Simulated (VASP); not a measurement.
Wanted: the native input for a VASP 6.6.1 run.

```
Task                               : single point
Functional                         : r2SCANh
Dispersion                         : D4
Potentials or basis                : VASP PAW PBE potentials, release 64 (Zn)
Cutoff                             : 440 eV
k mesh                             : 8 × 8 × 8
Occupations                        : gaussian, width 0.02 eV
Spin                               : no spin polarisation
Dipole correction                  : no
Grid for exact exchange (PRECFOCK) : Normal
Further INCAR settings             : ALGO = Normal; EDIFF = 1e-06; NBANDS = 12
```

Zn:

```
Zn
1.0
     0.00000    1.92467    1.92467
     1.92467    0.00000    1.92467
     1.92467    1.92467    0.00000
Zn
1
Direct
  0.00000 0.00000 0.00000
```

These files were run (other wordings do the same):

POSCAR

```
Zn
1.0
    0.0000000000      1.9246672763      1.9246672763
    1.9246672763      0.0000000000      1.9246672763
    1.9246672763      1.9246672763      0.0000000000
Zn
1
Direct
    0.0000000000      0.0000000000      0.0000000000
```

INCAR.step1

```
ALGO     = Normal         # electronic algorithm
EDIFF    = 1E-5           # SCF threshold, eV
ENCUT    = 440            # plane-wave cutoff, eV
GGA      = PE             # functional
GGA_COMPAT= False        
ISIF     = 2              # what is computed and relaxed
ISMEAR   = 0              # smearing method
LASPH    = True           # aspherical terms in the spheres
LCHARG   = False          # write CHGCAR
LREAL    = False          # projectors in reciprocal space
LWAVE    = True           # write WAVECAR
NBANDS   = 12             # bands
NELM     = 120            # most SCF steps
PREC     = Accurate       # precision mode
SIGMA    = 0.02           # smearing width, eV
```

INCAR.step2

```
AEXX     = 0.1            # exact-exchange fraction
ALGO     = Normal         # electronic algorithm
EDIFF    = 1E-6           # SCF threshold, eV
ENCUT    = 440            # plane-wave cutoff, eV
GGA_COMPAT= False        
ISIF     = 2              # what is computed and relaxed
ISMEAR   = 0              # smearing method
ISTART   = 1            
IVDW     = 13             # dispersion correction
LASPH    = True           # aspherical terms in the spheres
LCHARG   = False          # write CHGCAR
LHFCALC  = True           # exact exchange
LMIXTAU  = True         
LREAL    = False          # projectors in reciprocal space
LWAVE    = False          # write WAVECAR
METAGGA  = R2SCAN         # meta-GGA
NBANDS   = 12             # bands
NELM     = 120            # most SCF steps
PREC     = Accurate       # precision mode
PRECFOCK = Normal       
SIGMA    = 0.02           # smearing width, eV
VDW_A1   = 0.4944       
VDW_A2   = 5.9019       
VDW_S6   = 1.0          
VDW_S8   = 0.8324
```

KPOINTS

```
k-points
0
Gamma
  8 8 8
```

Potentials or basis: VASP PAW PBE potentials, release 64 (Zn).

Command:

```console
$ cat potpaw_PBE.64/Zn/POTCAR > POTCAR
$ cp INCAR.step1 INCAR
$ mpirun -np 1 vasp_std > vasp.out
$ cp INCAR.step2 INCAR
$ mpirun -np 1 vasp_std > vasp.out
```

Results of the run:

```
Pressure                   : -0.2 GPa
Band gap on the k mesh     : zero (band 6 reaches 5.94 eV, above the bottom of band 7 at 2.03 eV)
Dispersion energy per atom : -0.138 eV
```

Caveat: the PAW data sets were made with another functional, which shifts forces and pressure a little; pairwise dispersion overbinds metals, which lowers pressure and volume.

Run time: 20 min on 1 thread of AMD EPYC 9R45 96-Core Processor (Zen 5) (shared host), peak memory 0.11 GiB.
